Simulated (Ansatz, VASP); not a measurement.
**SiO2 in VASP and in Ansatz**

File INCAR:

```
SYSTEM = SiO2
PREC     = Accurate       ! precision mode
ENCUT    = 520            ! plane-wave cutoff, eV
EDIFF    = 1E-6           ! SCF threshold, eV
ISMEAR   = 0              ! smearing method
SIGMA    = 0.1            ! smearing width, eV
LREAL    = .FALSE.        ! projectors in reciprocal space
LASPH    = .TRUE.         ! aspherical terms in the spheres
NELM     = 100            ! most SCF steps
ALGO     = Normal         ! electronic algorithm
ISIF     = 2              ! what is computed and relaxed
LWAVE    = .FALSE.        ! write WAVECAR
LCHARG   = .FALSE.        ! write CHGCAR
LDIPOL   = .TRUE.       
IDIPOL   = 3            
DIPOL    = 0.5 0.5 0.500
GGA      = PE             ! functional
IVDW     = 12             ! dispersion correction
NBANDS   = 25             ! bands
```

KPOINTS

```
Automatic mesh
0
G
  8 8 1
  0 0 0
```

Contents of POSCAR:

```
SiO2
1.0
    2.6749108000      0.0000000000      0.0000000000
   -1.2205830100      2.3801945200      0.0000000000
    0.0000000000      0.0000000000     21.0000000000
Si O
2 4
Direct
    0.5000000000      0.5000000000      0.3890288300
    0.5000000000      0.5000000000      0.6109711700
    0.1894605900      0.8105394100      0.4378571400
    0.8105394100      0.1894605900      0.3402005100
    0.8105394100      0.1894605900      0.6597994900
    0.1894605900      0.8105394100      0.5621428600
```

Input for Ansatz:

```yaml
crystal:
  lattice:
    - [2.6749108, 0.0, 0.0]
    - [-1.22058301, 2.38019452, 0.0]
    - [0.0, 0.0, 21.0]
  atoms:
    - { symbol: Si, position: [0.5, 0.5, 0.38902883] }
    - { symbol: Si, position: [0.5, 0.5, 0.61097117] }
    - { symbol: O, position: [0.18946059, 0.81053941, 0.43785714] }
    - { symbol: O, position: [0.81053941, 0.18946059, 0.34020051] }
    - { symbol: O, position: [0.81053941, 0.18946059, 0.65979949] }
    - { symbol: O, position: [0.18946059, 0.81053941, 0.56214286] }
  periodic: [true, true, false]
basis:
  ecutwfc: 420
kpoints:
  mp_grid: { grid: [8, 8, 1] }
hamiltonian:
  xc: pbe
  dispersion: d3bj
scf:
  occupations: { method: gaussian, width: 0.1 }
  lower_state_search: "off"
output:
  forces: true
  stress: true
  eigenvalues: true
```

Alike in both runs: task single point; functional PBE; dispersion D3(BJ); k mesh 8 × 8 × 1; occupations gaussian, width 0.1 eV; no spin polarisation.

|  | VASP | Ansatz |
| --- | --- | --- |
| version | VASP 6.6.1 | Ansatz 0.2.0 |
| potentials or method | VASP PAW PBE potentials, release 64 (Si, O), cutoff 520 eV | scalar-relativistic, plane waves, PAW |
| valence electrons in the cell | 32 | 32 |

```csv
,VASP,Ansatz,Ansatz less VASP
gap on the k mesh at the Fermi level (eV),5.35,5.40,+0.047
least direct gap on the mesh (eV),5.65,5.69,+0.038
rms of the force components (eV/Å),1.267,1.279,+0.0124
```

Atom by atom the forces differ by 0.021 eV/Å (rms over components). Ansatz's warnings: slab cell height set, structure snapped to symmetry.
